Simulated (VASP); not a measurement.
N: single point with r2SCAN+D3(BJ)

N:

```
N
1.0
     4.05665    0.00000    0.00000
     0.00000    4.05665    0.00000
     0.00000    0.00000    5.31003
N
4
Direct
  0.90428 0.90428 0.00000
  0.59572 0.40428 0.50000
  0.09572 0.09572 0.00000
  0.40428 0.59572 0.50000
```

```yaml
Program: VASP 6.6.1
Task: single point
Functional: r2SCAN
Dispersion: D3(BJ)
Potentials_or_basis: VASP PAW PBE potentials, release 64 (N)
Cutoff: 520 eV
k_mesh: 4 × 4 × 3
Occupations: gaussian, width 0.01 eV
Spin: no spin polarisation
```

```
Pressure                   : 1.4 GPa
Largest force              : 1.392 eV/Å
Band gap on the k mesh     : 7.61 eV, indirect (least direct gap 7.81 eV)
Dispersion energy per atom : -0.031 eV
```

Forces in eV/Å, atoms in the order of the input:
```
N   -0.985 -0.985  0.000
N    0.985 -0.985  0.000
N    0.985  0.985  0.000
N   -0.985  0.985  0.000
```

Stress tensor (GPa, compression positive):
```
 2.36  0.00  0.00
 0.00  2.36  0.00
 0.00  0.00 -0.45
```

Levels at points of the mesh, in eV from the valence-band top:
| k point | band 8 | band 9 | band 10 | band 11 | band 12 | band 13 |
| --- | --- | --- | --- | --- | --- | --- |
| (0.00, 0.00, 0.00) | -1.27 | -1.01 | -0.20 | 7.61 | 8.56 | 8.94 |
| (0.50, 0.00, 0.00) | -1.59 | -0.23 | -0.23 | 8.72 | 8.72 | 8.72 |
| (0.50, 0.50, 0.00) | -1.54 | -0.03 | -0.03 | 8.46 | 8.46 | 9.55 |

It took 40 s on 1 thread of Intel(R) Xeon(R) 6975P-C (Granite Rapids), on a shared host, peak memory 0.19 GiB.

Caveat: the standard files for N, O and F lose accuracy on very short bonds; three body term missing; the PAW data sets were made with another functional, which shifts forces and pressure a little. A k mesh can miss the band edges.
